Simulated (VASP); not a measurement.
Write the native input for VASP 6.6.1 that does the following.

```
Task                   : single point
Functional             : PBE
Potentials or basis    : VASP PAW PBE potentials, release 64 (Cd, Ru_pv, C, N)
Cutoff                 : 520 eV
k mesh                 : 4 × 4 × 4
Occupations            : gaussian, width 0.1 eV
Spin                   : collinear spin, ferromagnetic start
Starting moments       : [0.0, 1.0, 0.0, 0.0, 0.0, 0.0, 0.0, 0.0, 0.0, 0.0, 0.0, 0.0, 0.0, 0.0] μB
Dipole correction      : no
Further INCAR settings : ALGO = Normal; EDIFF = 1e-07; NBANDS = 57
```

The structure of CdRuC6N6 lies in POSCAR:

```
CdRuC6N6
1.0
    0.0000000000      5.5433201854      5.5433201854
    5.5433201854      0.0000000000      5.5433201854
    5.5433201854      5.5433201854      0.0000000000
Cd Ru C N
1 1 6 6
Direct
    0.5000000000      0.5000000000      0.5000000000
    0.0000000000      0.0000000000      0.0000000000
    0.8164652074      0.1835347926      0.1835347926
    0.1835347926      0.8164652074      0.1835347926
    0.1835347926      0.1835347926      0.8164652074
    0.1835347926      0.8164652074      0.8164652074
    0.8164652074      0.1835347926      0.8164652074
    0.8164652074      0.8164652074      0.1835347926
    0.7110391484      0.2889608516      0.2889608516
    0.2889608516      0.7110391484      0.2889608516
    0.2889608516      0.2889608516      0.7110391484
    0.2889608516      0.7110391484      0.7110391484
    0.7110391484      0.2889608516      0.7110391484
    0.7110391484      0.7110391484      0.2889608516
```

The input as run:

INCAR

```
SYSTEM = CdRuC6N6
PREC = Accurate
ENCUT = 520
EDIFF = 1E-7
ISMEAR = 0
SIGMA = 0.1
LREAL = .FALSE.
LASPH = .TRUE.
NELM = 150
ALGO = Normal
ISIF = 2
LWAVE = .FALSE.
LCHARG = .FALSE.
ISPIN = 2
MAGMOM = 0 1 0 0 0 0 0 0 0 0 0 0 0 0
LORBIT = 11
LMAXMIX = 4
GGA = PE
NBANDS = 57
```

KPOINTS

```
Automatic mesh
0
G
  4 4 4
  0 0 0
```

Potentials or basis: VASP PAW PBE potentials, release 64 (Cd, Ru_pv, C, N).

The run is started by

```console
$ cat potpaw_PBE.64/Cd/POTCAR potpaw_PBE.64/Ru_pv/POTCAR potpaw_PBE.64/C/POTCAR potpaw_PBE.64/N/POTCAR > POTCAR
$ mpirun -np 1 vasp_std > vasp.out
```

Results of the run:

```json
{
  "Pressure": "0.6 GPa",
  "Largest force": "0.401 eV/Å",
  "Band gap on the k mesh": "zero (filled and empty bands overlap)",
  "Net moment": "2.00 μB per cell",
  "Site moments": "Cd -0.00; Ru +1.26; C -0.03; N +0.10 μB",
  "Valence electrons inside the program's atomic spheres": "Cd 10.16; Ru 12.65; C 2.60; N 3.85"
}
```

Run time: 15 min on 1 thread of Intel Xeon 8259CL, on a shared host, peak memory 0.81 GiB.
